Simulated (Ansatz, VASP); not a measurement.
## H20CO12 in VASP and in Ansatz

```xyz
33
Lattice="7.1531 0.0000 0.0000 0.0000 7.1531 0.0000 0.0000 0.0000 7.1531" Properties=species:S:1:pos:R:3 pbc="T T T"
O     1.7800    2.2996    1.6404
O     2.6825    3.1276    5.0436
O     0.4966    4.7211    4.7583
O     4.9553    7.2691    4.2962
O     6.2943    4.5503    2.3846
O     5.8122    2.3304    0.7655
O     3.6874    3.7696    0.3772
O     1.4570    0.3246    4.9886
O     2.7736    7.2061    2.6011
O     6.4804    2.0757    5.2876
O     7.5648    6.7675    0.7437
O     5.3794    6.3016    0.0584
H     2.4287    2.9396    1.2472
H     1.2288    2.0058    0.8921
H     2.4331    2.1789    5.0822
H     3.0898    3.3200    5.9271
H     0.7723    5.6588    4.9087
H     1.3285    4.1756    4.8535
H     4.1882    7.2282    3.6711
H     4.6517    6.8378    5.1144
H     5.3886    4.7064    2.7128
H     6.8557    4.6365    3.2089
H     6.3012    2.9944    1.3119
H     6.1732    2.3372   -0.1592
H     4.0203    4.6832    0.3602
H     4.5126    3.1956    0.5546
H     0.6798    0.9342    4.9473
H     1.7989    0.2357    4.0643
H     2.4798    8.0761    2.1812
H     2.3803    6.5145    2.0431
H     6.5542    2.9602    4.8783
H     5.7764    1.5527    4.8111
C     6.4702    6.5198    0.4308
```

Alike in both runs: functional PBE; dispersion D3(BJ); k mesh 1 × 1 × 1; occupations fermi-dirac, width 0.05 eV; no spin polarisation.

Ansatz relaxed the structure, and its values are those at the end. VASP's run is a single point on that final structure, the one shown.

|  | VASP | Ansatz |
| --- | --- | --- |
| version | VASP 6.6.1 | Ansatz 0.2.0 |
| potentials or method | VASP PAW PBE potentials, release 64 (O, H, C), cutoff 520 eV | scalar-relativistic, plane waves, PAW |
| valence electrons in the cell | 96 | 96 |

VASP gave:

```
gap on the k mesh at the Fermi level (eV) : 4.82
rms of the force components (eV/Å)        : 0.106
```

Q: Which values does Ansatz return?

A: gap on the k mesh at the Fermi level (eV): 4.83; rms of the force components (eV/Å): 0.066.

Noted on VASP's run: the standard files for N, O and F lose accuracy on very short bonds.
